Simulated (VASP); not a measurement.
# TiPt3 (P4/mmm) in VASP: a series of runs

Runs on TiPt3. Level: PBEsol. Tasks: single point.

Program: VASP 6.6.1. These are calculated values, not measurements. Logs are shortened: lines on timing, memory, paths and dates and some standing lists are left out, and cuts for length are marked.

## 1. The cell of the first run

It takes space group P4/mmm (No. 123, tetragonal). The conventional cell has a = 3.819 Å, b = 3.819 Å, c = 3.897 Å, α = 90.00°, β = 90.00°, γ = 90.00°. Within 3.6 Å of Ti (site symmetry 4/mmm) lie 12 Pt at 2.70 to 2.73 Å. Within 3.6 Å of Pt (site symmetry mmm) lie 8 Pt at 2.70 to 2.73 Å and 4 Ti at 2.73 Å. Within 3.6 Å of Pt (site symmetry 4/mmm) lie 4 Ti at 2.70 Å and 8 Pt at 2.73 Å.

## 2. Single point, PBEsol (equal xx and yy strain of -2 %)

File INCAR:

```
SYSTEM = TiPt3
PREC = Accurate
ENCUT = 520
EDIFF = 1E-6
ISMEAR = -1
SIGMA = 0.05
LREAL = .FALSE.
LASPH = .TRUE.
NELM = 80
ALGO = Normal
ISIF = 2
LWAVE = .FALSE.
LCHARG = .FALSE.
GGA = PS
NBANDS = 29
```

File KPOINTS:

```
regular mesh
0
G
  9 9 9
  0 0 0
```

File POSCAR:

```
TiPt3
1.0
    3.8190600000      0.0000000000      0.0000000000
    0.0000000000      3.8190600000      0.0000000000
    0.0000000000      0.0000000000      3.8970000000
Ti Pt
1 3
Direct
    0.0000000000      0.0000000000      0.0000000000
    0.0000000000      0.5000000000      0.5000000000
    0.5000000000      0.0000000000      0.5000000000
    0.5000000000      0.5000000000      0.0000000000
```

Potentials or basis: VASP PAW PBE potentials, release 64 (Ti_sv, Pt).

Started as:

```sh
$ cat potpaw_PBE.64/Ti_sv/POTCAR potpaw_PBE.64/Pt/POTCAR > POTCAR
$ mpirun -np 1 vasp_std > vasp.out
```

OUTCAR:

```text
SYSTEM = TiPt3
   PREC = Accurate
   ENCUT = 520
   EDIFF = 1E-6
   ISMEAR = -1
   LREAL = .FALSE.
   LASPH = .TRUE.
   NELM = 80
   ISIF = 2
   GGA = PS

 ion  position               nearest neighbor table
   1  0.000  0.000  0.000-   4 2.70   4 2.70   4 2.70   4 2.70   3 2.73   2 2.73   3 2.73   2 2.73
                             3 2.73   2 2.73   3 2.73   2 2.73
   2  0.000  0.500  0.500-   3 2.70   3 2.70   3 2.70   3 2.70   4 2.73   1 2.73   1 2.73   1 2.73
                             4 2.73   4 2.73   4 2.73   1 2.73
   3  0.500  0.000  0.500-   2 2.70   2 2.70   2 2.70   2 2.70   4 2.73   1 2.73   4 2.73   4 2.73
                             1 2.73   4 2.73   1 2.73   1 2.73
   4  0.500  0.500  0.000-   1 2.70   1 2.70   1 2.70   1 2.70   3 2.73   2 2.73   3 2.73   3 2.73
                             3 2.73   2 2.73   2 2.73   2 2.73

  LATTYP: Found a simple tetragonal cell.
 ALAT       =     3.8190600000
 C/A-ratio  =     1.0204081633

  Lattice vectors:

 A1 = (   3.8190600000,   0.0000000000,   0.0000000000)
 A2 = (   0.0000000000,   3.8190600000,   0.0000000000)
 A3 = (   0.0000000000,   0.0000000000,   3.8970000000)

Analysis of symmetry for initial positions (statically):
=====================================================================
 Subroutine PRICEL returns:
 Original cell was already a primitive cell.

 Routine SETGRP: Setting up the symmetry group for a
 simple tetragonal supercell.

 Subroutine GETGRP returns: Found 16 space group operations
 (whereof 16 operations were pure point group operations)
 out of a pool of 16 trial point group operations.

The static configuration has the point symmetry D_4h.

Analysis of symmetry for dynamics (positions and initial velocities):
=====================================================================
 Subroutine PRICEL returns:
 Original cell was already a primitive cell.

 Routine SETGRP: Setting up the symmetry group for a
 simple tetragonal supercell.

 Subroutine GETGRP returns: Found 16 space group operations
 (whereof 16 operations were pure point group operations)
 out of a pool of 16 trial point group operations.

The dynamic configuration has the point symmetry D_4h.

 Subroutine INISYM returns: Found 16 space group operations
 (whereof 16 operations are pure point group operations),
 and found     1 'primitive' translations

----------------------------------------------------------------------------------------

                                     Primitive cell

  volume of cell :      56.8386

  direct lattice vectors                    reciprocal lattice vectors
     3.819060000  0.000000000  0.000000000     0.261844538  0.000000000  0.000000000
     0.000000000  3.819060000  0.000000000     0.000000000  0.261844538  0.000000000
     0.000000000  0.000000000  3.897000000     0.000000000  0.000000000  0.256607647

  length of vectors
     3.819060000  3.819060000  3.897000000     0.261844538  0.261844538  0.256607647

  position of ions in fractional coordinates (direct lattice)
     0.000000000  0.000000000  0.000000000
     0.000000000  0.500000000  0.500000000
     0.500000000  0.000000000  0.500000000
     0.500000000  0.500000000  0.000000000

  ion indices of the primitive-cell ions
   primitive index   ion index
                 1           1
                 2           2
                 3           3
                 4           4

----------------------------------------------------------------------------------------

 KPOINTS: regular mesh

Automatic generation of k-mesh.
 Grid dimensions read from file:
 generate k-points for:    9    9    9

 Generating k-lattice:

  Cartesian coordinates                     Fractional coordinates (reciprocal lattice)
     0.029093838  0.000000000  0.000000000     0.111111111  0.000000000  0.000000000
     0.000000000  0.029093838  0.000000000     0.000000000  0.111111111  0.000000000
     0.000000000  0.000000000  0.028511961     0.000000000  0.000000000  0.111111111

  Length of vectors
     0.029093838  0.029093838  0.028511961

  Shift w.r.t. Gamma in fractional coordinates (k-lattice)
     0.000000000  0.000000000  0.000000000

 Subroutine IBZKPT returns following result:
 ===========================================

 Found     75 irreducible k-points:

 Following reciprocal coordinates:
            Coordinates               Weight
  0.000000  0.000000  0.000000      1.000000
  0.111111  0.000000  0.000000      4.000000
  0.222222  0.000000  0.000000      4.000000
  0.333333  0.000000  0.000000      4.000000
  0.444444  0.000000  0.000000      4.000000
  0.111111  0.111111  0.000000      4.000000
[... 16 lines left out ...]
  0.333333  0.111111  0.111111     16.000000
  0.444444  0.111111  0.111111     16.000000
 [... further k-points ...]
   k-points           NKPTS =     75   k-points in BZ     NKDIM =     75   number of bands    NBANDS=     29
   number of dos      NEDOS =    301   number of ions     NIONS =      4
   total plane-waves  NPLWV =  23520
   dimension x,y,z NGX =    28 NGY =   28 NGZ =   30
   dimension x,y,z NGXF=    56 NGYF=   56 NGZF=   60
   ions per type =               1   3
   NGX,Y,Z   is equivalent  to a cutoff of  12.19, 12.19, 12.80 a.u.
   NGXF,Y,Z  is equivalent  to a cutoff of  24.38, 24.38, 25.60 a.u.
 SYSTEM =  TiPt3
   PREC   = accura    normal or accurate (medium, high low for compatibility)
   ISTART =      0    job   : 0-new  1-cont  2-samecut
   ICHARG =      2    charge: 1-file 2-atom 10-const
   ISPIN  =      1    spin polarized calculation?
   LNONCOLLINEAR =      F non collinear calculations
   LSORBIT =      F    spin-orbit coupling
   LASPH  =      T    aspherical Exc in radial PAW
   ENCUT  =  520.0 eV  38.22 Ry    6.18 a.u.   7.10  7.10  7.25*2*pi/ulx,y,z
   NELM   =     80;   NELMIN=  2; NELMDL= -5     # of ELM steps
   EDIFF  = 0.1E-05   stopping-criterion for ELM
   LREAL  =      F    real-space projection
   EDIFFG = 0.1E-04   stopping-criterion for IOM
   NSW    =      0    number of steps for IOM
   IBRION =     -1    ionic relax: 0-MD 1-quasi-New 2-CG
   NFREE  =      0    steps in history (QN), initial steepest desc. (CG)
   ISIF   =      2    stress and relaxation
   ISYM   =      2    0-nonsym 1-usesym 2-fastsym
   POTIM  = 0.5000    time-step for ionic-motion
   TEBEG  =    0.0;   TEEND  =   0.0 temperature during run
   PSTRESS=    0.0 pullay stress
   NELECT =      42.0000    total number of electrons
   NUPDOWN=      -1.0000    fix difference up-down
   EMIN   =  10.00;   EMAX   =-10.00  energy-range for DOS
   EFERMI =   0.00;   METHOD = LEGACY
   ISMEAR =    -1;   SIGMA  =   0.05  broadening in eV -4-tet -1-fermi 0-gaus
   EFERMI_NEDOS =   21; number of points for ismear=-14 and -15
   IALGO  =     38    algorithm
   IMIX   =      4    mixing-type and parameters
     AMIX     =   0.40;   BMIX     =  1.00
     AMIX_MAG =   1.60;   BMIX_MAG =  1.00
  volume/ion in A,a.u.               =      14.21        95.89
  Fermi-wavevector in a.u.,A,eV,Ry     =   1.480051  2.796892 29.804272  2.190552
  Thomas-Fermi vector in A             =   2.594133
   LORBIT       =      0    0 simple, 1 ext, 2 COOP (PROOUT), +10 PAW based schemes
   GGA     = PS    functional components
   LHFCALC =     F    Hartree Fock is set to
   AEXX    =    0.0000 exact exchange contribution
   IVDW    =     0    specifies the selected vdW correction
   LEPSILON=     F    determine dielectric tensor
   LRPA    =     F    only Hartree local field effects (RPA)
 non-spin polarized calculation
  energy-cutoff  :      520.00
  volume of cell :       56.84
 maximum number of plane-waves:      1548
   NGX = 15   NGY = 15   NGZ = 15

 number of electron      41.9999996 magnetization

 Free energy of the ion-electron system (eV)
  ---------------------------------------------------
  ext. energy  EPLUGINS =         0.00000000
  ---------------------------------------------------
  free energy    TOTEN  =       -32.66467486 eV

  energy without entropy =      -32.65343017  energy(sigma->0) =      -32.65905252

 E-fermi :  12.4578     XC(G=0): -13.6578

 val. band max:       12.4024590170   @ k =   0.4444   0.1111   0.1111
 cond. band min:      12.4594313986   @ k =   0.1111   0.1111   0.4444
 fundamental gap:      0.0569723817
 Fermi energy:        12.4578260732

 k-point     1 :       0.0000    0.0000    0.0000
  band No.  band energies     occupation
      1     -45.4397      2.00000
      2     -21.7790      2.00000
      3     -21.7747      2.00000
      4     -21.7747      2.00000
      5       1.7554      2.00000
      6       4.5547      2.00000
[... 21 lines left out ...]
     28      14.7201      0.00000
     29      21.0975      0.00000

 k-point     2 :       0.1111    0.0000    0.0000
  band No.  band energies     occupation
      1     -45.4394      2.00000
      2     -21.7797      2.00000
      3     -21.7793      2.00000
      4     -21.7755      2.00000
      5       1.9290      2.00000
      6       4.6682      2.00000
[... 21 lines left out ...]
     28      15.6286      0.00000
     29      20.8397      0.00000

 k-point     3 :       0.2222    0.0000    0.0000
  band No.  band energies     occupation
      1     -45.4386      2.00000
      2     -21.7908      2.00000
      3     -21.7814      2.00000
      4     -21.7776      2.00000
      5       2.4302      2.00000
      6       4.9775      2.00000
[... 21 lines left out ...]
     28      17.1401      0.00000
     29      20.2076      0.00000

 k-point     4 :       0.3333    0.0000    0.0000
  band No.  band energies     occupation
      1     -45.4377      2.00000
      2     -21.8039      2.00000
      3     -21.7834      2.00000
      4     -21.7799      2.00000
      5       3.1811      2.00000
      6       5.3062      2.00000
[... 597 lines left out ...]
     28      16.8664      0.00000
     29      20.3887      0.00000

 k-point    23 :       0.3333    0.1111    0.1111
  band No.  band energies     occupation
      1     -45.4374      2.00000
      2     -21.8030      2.00000
      3     -21.7865      2.00000
      4     -21.7825      2.00000
      5       3.4397      2.00000
      6       5.5042      2.00000
[... 21 lines left out ...]
     28      18.0909      0.00000
     29      19.7669      0.00000

 k-point    24 :       0.4444    0.1111    0.1111
  band No.  band energies     occupation
      1     -45.4369      2.00000
      2     -21.8101      2.00000
      3     -21.7878      2.00000
      4     -21.7836      2.00000
      5       4.1687      2.00000
      6       5.4627      2.00000
[... 21 lines left out ...]
     28      19.1378      0.00000
     29      19.6796      0.00000

 [... further k-points ...]
[... 5 lines left out ...]
  --------------------------------------------------------------------------------------
  -------------------------------------------------------------------------------------
  Total        4.8947548      4.8947548      3.3102557      0.0000000      0.0000000      0.0000000
  in kB      137.9742867    137.9742867     93.3101209      0.0000000      0.0000000      0.0000000
  external PRESSURE =     123.0862314 kB  Pullay stress =       0.0000000 kB

 VOLUME and BASIS-vectors are now :
 -----------------------------------------------------------------------------
  energy-cutoff  :      520.00
  volume of cell :       56.84
      direct lattice vectors                 reciprocal lattice vectors
     3.819060000  0.000000000  0.000000000     0.261844538  0.000000000  0.000000000
     0.000000000  3.819060000  0.000000000     0.000000000  0.261844538  0.000000000
     0.000000000  0.000000000  3.897000000     0.000000000  0.000000000  0.256607647

 POSITION                                       TOTAL-FORCE (eV/Angst)
 -----------------------------------------------------------------------------------
      0.00000      0.00000      0.00000         0.000000      0.000000      0.000000
      0.00000      1.90953      1.94850         0.000000      0.000000      0.000000
      1.90953      0.00000      1.94850         0.000000      0.000000      0.000000
      1.90953      1.90953      0.00000         0.000000      0.000000      0.000000
 -----------------------------------------------------------------------------------
    total drift:                               -0.000000      0.000000      0.000000

  FREE ENERGIE OF THE ION-ELECTRON SYSTEM (eV)
  ---------------------------------------------------
  free  energy   TOTEN  =       -32.6646748649 eV

  energy  without entropy=      -32.6534301723  energy(sigma->0) =      -32.65905252
```

Run time: 68 s. Hardware: 1 thread of Intel Xeon Platinum 8488C (Sapphire Rapids), shared host; peak memory 0.24 GiB.

What came out:

| Item | Value |
| --- | --- |
| Free energy | -32.6647 eV |
| Pressure | 12.3 GPa |
| Band gap on the k mesh | zero (bands 21 and 22 overlap by 1.46 eV) |

Levels at points of the mesh, in eV from the Fermi level:
| k point | band 18 | band 19 | band 20 | band 21 | band 22 | band 23 | band 24 | band 25 |
| --- | --- | --- | --- | --- | --- | --- | --- | --- |
| (0.00, 0.00, 0.00) | 0.01 | 0.01 | 0.22 | 1.25 | 1.46 | 1.52 | 1.66 | 1.66 |

Caveat: the cell differs from its parent crystal (equal xx and yy strain of -2 %); the cell stands under pressure; the PAW data sets were made with another functional, which shifts forces and pressure a little; spin-orbit coupling is left out, which moves the levels of the heavy elements.

## 3. Single point, PBEsol (equal xx and yy strain of +2 %)

INCAR is that of step 2.

KPOINTS is that of step 2.

POSCAR: that of step 2 with these lines changed.

```diff
@@ -2,4 +2,4 @@
 1.0
-    3.8190600000      0.0000000000      0.0000000000
-    0.0000000000      3.8190600000      0.0000000000
+    3.9749400000      0.0000000000      0.0000000000
+    0.0000000000      3.9749400000      0.0000000000
     0.0000000000      0.0000000000      3.8970000000
```

Potentials or basis: VASP PAW PBE potentials, release 64 (Ti_sv, Pt).

Started as:

```sh
$ cat potpaw_PBE.64/Ti_sv/POTCAR potpaw_PBE.64/Pt/POTCAR > POTCAR
$ mpirun -np 1 vasp_std > vasp.out
```

Run time: 79 s. Hardware: 1 thread of Intel Xeon Platinum 8488C (Sapphire Rapids), shared host; peak memory 0.25 GiB.

It converged, with:

```yaml
Free_energy: -32.6878 eV
Pressure: -9.3 GPa
Band_gap_on_the_k_mesh: zero (bands 21 and 22 overlap by 1.47 eV)
```

Stress tensor (GPa, compression positive):
```
-10.34   0.00   0.00
  0.00 -10.34   0.00
  0.00   0.00  -7.29
```

Levels at points of the mesh, in eV from the Fermi level:
```tsv
k point	band 19	band 20	band 21	band 22	band 23	band 24
(0.00, 0.00, 0.00)	0.06	0.06	1.28	1.33	1.42	1.42
```

Caveat: the cell differs from its parent crystal (equal xx and yy strain of +2 %); the cell stands under tension; the PAW data sets were made with another functional, which shifts forces and pressure a little; spin-orbit coupling is left out, which moves the levels of the heavy elements.

The gap in the log of VASP goes by the Fermi energy; the results here count the filled bands.